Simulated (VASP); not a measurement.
# SiO2 (Imma) in VASP: further runs, part 2 of 2

VASP 6.6.1.

## (4) Single point, PBE (volume scaled by 0.94, then relaxed in part)

INCAR

```
SYSTEM = SiO2
PREC = Accurate
ENCUT = 520
EDIFF = 1E-7
ISMEAR = 0
SIGMA = 0.02
LREAL = .False.
LASPH = .True.
NELM = 100
ALGO = Normal
ISIF = 2
LWAVE = .False.
LCHARG = .False.
GGA = PE
NBANDS = 44
```

KPOINTS

```
Automatic mesh
0
Gamma
  6 6 6
  0 0 0
```

POSCAR

```
SiO2
1.0
   -2.6421106451      4.4564988356      4.5532153173
    2.6421106451     -4.4564988356      4.5532153173
    2.6421106451      4.4564988356     -4.5532153173
Si O
4 8
Direct
    0.9055999510      0.8367614208      0.0688385302
    0.7320771094      0.1632385792      0.5688385302
    0.0944000490      0.1632385792      0.9311614698
    0.2679228906      0.8367614208      0.4311614698
    0.0976033164      0.8476033164      0.2500000000
    0.9023966836      0.1523966836      0.7500000000
    0.7606042142      0.5000000000      0.7606042142
    0.2393957858      0.0000000000      0.7393957858
    0.2393957858      0.5000000000      0.2393957858
    0.7606042142      0.0000000000      0.2606042142
    0.0000000000      0.0000000000      0.0000000000
    0.5000000000      0.0000000000      0.5000000000
```

Potentials or basis: VASP PAW PBE potentials, release 64 (Si, O).

The run is started by

```console
> cat potpaw_PBE.64/Si/POTCAR potpaw_PBE.64/O/POTCAR > POTCAR
> mpirun -np 1 vasp_std > vasp.out
```

OUTCAR:

```text
SYSTEM = SiO2
   PREC = Accurate
   ENCUT = 520
   EDIFF = 1E-7
   ISMEAR = 0
   LREAL = .False.
   LASPH = .True.
   NELM = 100
   ISIF = 2
   GGA = PE

 ion  position               nearest neighbor table
   1  0.906  0.837  0.069-  11 1.61   5 1.62  10 1.62   7 1.62   2 3.08   2 3.08
   2  0.732  0.163  0.569-  12 1.61   6 1.62  10 1.62   7 1.62   1 3.08   1 3.08
   3  0.094  0.163  0.931-  11 1.61   6 1.62   9 1.62   8 1.62   4 3.08   4 3.08
   4  0.268  0.837  0.431-  12 1.61   5 1.62   8 1.62   9 1.62   3 3.08   3 3.08
   5  0.098  0.848  0.250-   4 1.62   1 1.62
   6  0.902  0.152  0.750-   2 1.62   3 1.62
   7  0.761  0.500  0.761-   1 1.62   2 1.62
   8  0.239  0.000  0.739-   4 1.62   3 1.62
   9  0.239  0.500  0.239-   3 1.62   4 1.62
  10  0.761  0.000  0.261-   2 1.62   1 1.62
  11  0.000  0.000  0.000-   1 1.61   3 1.61
  12  0.500  0.000  0.500-   2 1.61   4 1.61

  LATTYP: Found a body centered orthorhombic cell.
 ALAT       =     5.2842212902
 B/A-ratio  =     1.6867192310
 C/A-ratio  =     1.7233249962

  Lattice vectors:

[... 205 lines left out ...]
 fundamental gap:      5.3800514721
 Fermi energy:        -1.0826133400

 k-point     1 :       0.0000    0.0000    0.0000
  band No.  band energies     occupation
      1     -20.7016      2.00000
      2     -19.7985      2.00000
      3     -19.3165      2.00000
      4     -19.2392      2.00000
      5     -18.7577      2.00000
      6     -18.6866      2.00000
[... 1117 lines left out ...]
     43       9.7313      0.00000
     44       9.8398      0.00000

 [... further k-points ...]
[... 5 lines left out ...]
  --------------------------------------------------------------------------------------
  -------------------------------------------------------------------------------------
  Total        1.2913195      1.0805646      1.2060626      0.0000000      0.0000000      0.0000000
  in kB        9.6476454      8.0730627      9.0106781      0.0000000      0.0000000      0.0000000
  external PRESSURE =       8.9104620 kB  Pullay stress =       0.0000000 kB

 VOLUME and BASIS-vectors are now :
 -----------------------------------------------------------------------------
  energy-cutoff  :      520.00
  volume of cell :      214.45
      direct lattice vectors                 reciprocal lattice vectors
    -2.642110645  4.456498836  4.553215317     0.000000000  0.112195699  0.109812509
     2.642110645 -4.456498836  4.553215317     0.189242642  0.000000000  0.109812509
     2.642110645  4.456498836 -4.553215317     0.189242642  0.112195699  0.000000000

 POSITION                                       TOTAL-FORCE (eV/Angst)
 -----------------------------------------------------------------------------------
      0.00000      0.61356      7.61991         0.000000     -0.031429      0.024016
     -0.00000      5.07006      1.48652        -0.000000     -0.031429     -0.024016
      2.64211      3.84294     -3.06669         0.000000      0.031429     -0.024016
      2.64211     -0.61356      3.06669         0.000000      0.031429      0.024016
      2.64211     -2.22825      3.16543         0.000000      0.000000     -0.009581
      0.00000      6.68475      1.38779        -0.000000     -0.000000      0.009581
      1.32106      4.55101      2.27661         0.000000      0.008320      0.000000
      1.32106      4.36198     -2.27661         0.000000     -0.008320     -0.000000
      1.32106     -0.09452      2.27661         0.000000     -0.008320     -0.000000
     -1.32106      4.55101      2.27661         0.000000      0.008320      0.000000
      0.00000      0.00000      0.00000         0.000000      0.000000      0.000000
      0.00000      4.45650      0.00000         0.000000     -0.000000     -0.000000
 -----------------------------------------------------------------------------------
    total drift:                                0.000000      0.000000     -0.000000

  FREE ENERGIE OF THE ION-ELECTRON SYSTEM (eV)
  ---------------------------------------------------
  free  energy   TOTEN  =       -94.8181707494 eV

  energy  without entropy=      -94.8181707494  energy(sigma->0) =      -94.81817075
```

OSZICAR:

```text
N       E                     dE             d eps       ncg     rms          rms(c)
DAV:   1     0.445817794060E+03    0.44582E+03   -0.30962E+04  4048   0.128E+03
DAV:   2    -0.666868374477E+02   -0.51250E+03   -0.49270E+03  5300   0.306E+02
DAV:   3    -0.107492806279E+03   -0.40806E+02   -0.40592E+02  4912   0.929E+01
DAV:   4    -0.108109649921E+03   -0.61684E+00   -0.61545E+00  5096   0.126E+01
DAV:   5    -0.108122307913E+03   -0.12658E-01   -0.12648E-01  4956   0.174E+00    0.293E+01
DAV:   6    -0.948812154136E+02    0.13241E+02   -0.51739E+01  4692   0.326E+01    0.137E+01
DAV:   7    -0.948563001578E+02    0.24915E-01   -0.15796E+00  4912   0.503E+00    0.503E+00
DAV:   8    -0.948163961129E+02    0.39904E-01   -0.83206E-02  5024   0.173E+00    0.194E+00
DAV:   9    -0.948146728206E+02    0.17233E-02   -0.49289E-02  5048   0.123E+00    0.413E-01
DAV:  10    -0.948183172446E+02   -0.36444E-02   -0.39352E-03  4404   0.312E-01    0.132E-01
DAV:  11    -0.948182770257E+02    0.40219E-04   -0.12870E-03  4416   0.199E-01    0.394E-02
DAV:  12    -0.948182127663E+02    0.64259E-04   -0.77827E-05  5016   0.507E-02    0.325E-02
DAV:  13    -0.948181799018E+02    0.32865E-04   -0.10847E-05  4424   0.205E-02    0.166E-02
DAV:  14    -0.948181710373E+02    0.88645E-05   -0.58423E-06  4496   0.124E-02    0.199E-03
DAV:  15    -0.948181708112E+02    0.22608E-06   -0.88375E-07  4896   0.625E-03    0.192E-03
DAV:  16    -0.948181707494E+02    0.61785E-07   -0.15737E-07  3104   0.238E-03
   1 F= -.94818171E+02 E0= -.94818171E+02  d E =-.181121E-30
```

It took 16 min on 1 thread of Oxide Virtual Turin-like, shared host; peak memory 0.53 GiB.

Results:

```
Free energy            : -94.8182 eV
Pressure               : 0.9 GPa
Largest force          : 0.040 eV/Å
Band gap on the k mesh : 5.38 eV, indirect (the least direct gap lies 1.9 meV higher)
```

Forces on the atoms (eV/Å):
```
Si   0.000 -0.031  0.024
Si   0.000 -0.031 -0.024
Si   0.000  0.031 -0.024
Si   0.000  0.031  0.024
O    0.000  0.000 -0.010
O    0.000  0.000  0.010
O    0.000  0.008  0.000
O    0.000 -0.008  0.000
O    0.000 -0.008  0.000
O    0.000  0.008  0.000
O    0.000  0.000  0.000
O    0.000  0.000  0.000
```

## (5) The runs side by side

```csv
cell,gap on the mesh (eV),pressure (GPa),largest force (eV/Å)
"a = 7.258 Å, angles 136.5, 90.9, 105.0°, 12 atoms",5.24,-4.4,0.04
"a = 7.090 Å, angles 136.2, 94.2, 101.8°, 12 atoms",5.38,0.1,0.05
"a = 6.897 Å, angles 135.0, 99.5, 97.4°, 12 atoms",5.38,0.9,0.04
```

Alike in all rows: task single point; level PBE; potentials or basis VASP PAW PBE potentials, release 64 (Si, O); no spin polarisation; k mesh 6 × 6 × 6; cutoff (eV) 520; smearing gaussian 0.02 eV.

Total energies depend on the potentials used, so only differences within one code and one set of settings carry meaning.
